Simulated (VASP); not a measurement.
Set up this calculation in VASP 6.6.1, as the native input.

* Task: single point
* Functional: PBE
* Potentials or basis: VASP PAW PBE potentials, release 64 (Mo_sv)
* Cutoff: 520 eV
* k mesh: 20 × 20 × 20
* Occupations: gaussian, width 0.15 eV
* Spin: no spin polarisation
* Dipole correction: no
* Further INCAR settings: ALGO = Fast; EDIFF = 1e-07; NBANDS = 13

The structure of Mo lies in POSCAR:

```
Mo
1.0
   -1.4301117130      1.9041818941      1.4064082039
    1.4301117130     -1.9041818941      1.4064082039
    1.4301117130      1.9041818941     -1.4064082039
Mo
1
Direct
    0.0000000000      0.0000000000      0.0000000000
```

This cell differs from its parent crystal: strain +e along x and -e along y -0.1500, strain +e along z and -e/2 along x and y -0.1100.

The input as run:

INCAR

```
  PREC = Accurate
  ENCUT = 520
  EDIFF = 1E-7
  ISMEAR = 0
  SIGMA = 0.15
  LREAL = F
  LASPH = T
  NELM = 80
  ALGO = Fast
  ISIF = 2
  LWAVE = F
  LCHARG = T
  GGA = PE
  LELF = T
  LVHAR = T
  NBANDS = 13
```

KPOINTS

```
regular mesh
0
Gamma
  20 20 20
```

Potentials or basis: VASP PAW PBE potentials, release 64 (Mo_sv).

Command:

```sh
$ cat potpaw_PBE.64/Mo_sv/POTCAR > POTCAR
$ mpirun -np 1 vasp_std > vasp.out
```

It gave:

The pressure is 12.6 GPa. The band gap on the k mesh is zero (band 7 reaches 16.69 eV, above the bottom of band 8 at 11.90 eV).

Caveat: the cell differs from its parent crystal (strain +e along x and -e along y -0.1500, strain +e along z and -e/2 along x and y -0.1100).

Run time: 7 min on 1 thread of AMD EPYC 7R43 64-Core Processor (Zen 3) (shared host), peak memory 0.28 GiB.
